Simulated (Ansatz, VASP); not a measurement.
Rh in VASP and in Ansatz

```
CELL_PARAMETERS angstrom
-1.50926 1.50926 1.50926
1.50926 -1.50926 1.50926
1.50926 1.50926 -1.50926
ATOMIC_POSITIONS crystal
Rh 0.00000 0.00000 0.00000
```

Alike in both runs: task relaxation of cell and atoms; functional PBE; k mesh 15 × 15 × 15; occupations fermi-dirac, width 0.05 eV; collinear spin.

|  | VASP | Ansatz |
| --- | --- | --- |
| version | VASP 6.6.1 | Ansatz 0.2.0 |
| potentials or method | VASP PAW PBE potentials, release 64 (Rh_pv), cutoff 600 eV | plane waves (420 eV) with PAW, scalar-relativistic |
| valence electrons in the cell | 15 | 17 |

|  | VASP | Ansatz | Ansatz less VASP |
| --- | --- | --- | --- |
| net moment per atom (μB) | 0.42 | 0.42 | -0.005 |
| size of the moment on the site where the two differ most (μB) | 0.43 | 0.41 | -0.013 |
| relaxed volume (Å³/atom) | 14.51 | 14.51 | 0.000 |
| relaxed cell length with the largest relative difference (Å) | 2.661 | 2.661 | 0.0000 |

Site moments also hang on the region over which each program counts them. VASP's potentials hold 15 valence electrons a cell and Ansatz's 17, so a difference there can come from the potentials and not from the codes.
